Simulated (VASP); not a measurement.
Write the native input for VASP 6.6.1 that does the following.

* Task: single point
* Functional: PBE
* Potentials or basis: VASP PAW PBE potentials, release 64 (Zr_sv, O, F)
* Cutoff: 600 eV
* k mesh: 8 × 8 × 8
* Occupations: gaussian, width 0.1 eV
* Spin: no spin polarisation
* Dipole correction: no
* Further INCAR settings: ALGO = Normal; EDIFF = 1e-06; NBANDS = 24

The structure of ZrOF2 lies in POSCAR:

```
ZrOF2
1.0
   -1.4481905100      1.4481905100      5.6228213000
    1.4481905100     -1.4481905100      5.6228213000
    1.4481905100      1.4481905100     -5.6228213000
Zr O F
1 1 2
Direct
    0.7500000000      0.2500000000      0.5000000000
    0.0000000000      0.0000000000      0.0000000000
    0.3689999900      0.3689999900      0.0000000000
    0.6310000100      0.6310000100      0.0000000000
```

The cell was built from a structure type or drawn by symmetry, and may not be a known phase.

The input as run:

INCAR

```
SYSTEM = ZrOF2
ALGO = Normal ; EDIFF = 1E-6
ENCUT = 600 ; GGA = PE
GGA_COMPAT = .False. ; ISIF = 2
ISMEAR = 0 ; LASPH = .True.
LCHARG = .False. ; LREAL = .False.
LWAVE = .False. ; NBANDS = 24
NELM = 120 ; PREC = Accurate
SIGMA = 0.1
```

KPOINTS

```
k-points
0
Gamma
  8 8 8
  0 0 0
```

Potentials or basis: VASP PAW PBE potentials, release 64 (Zr_sv, O, F).

Run with:

```sh
$ cat potpaw_PBE.64/Zr_sv/POTCAR potpaw_PBE.64/O/POTCAR potpaw_PBE.64/F/POTCAR > POTCAR
$ mpirun -np 1 vasp_std > vasp.out
```

Results of the run:

```
Pressure               : 26.9 GPa
Largest force          : 1.703 eV/Å
Band gap on the k mesh : zero (bands 16 and 17 overlap by 0.70 eV)
```

Caveat: the cell stands under pressure; forces of over 1 eV/Å act on the atoms, so gaps and moduli don't describe the material at rest.

Run time: 7 min on 1 thread of Intel Xeon 8259CL (shared host), peak memory 0.38 GiB.
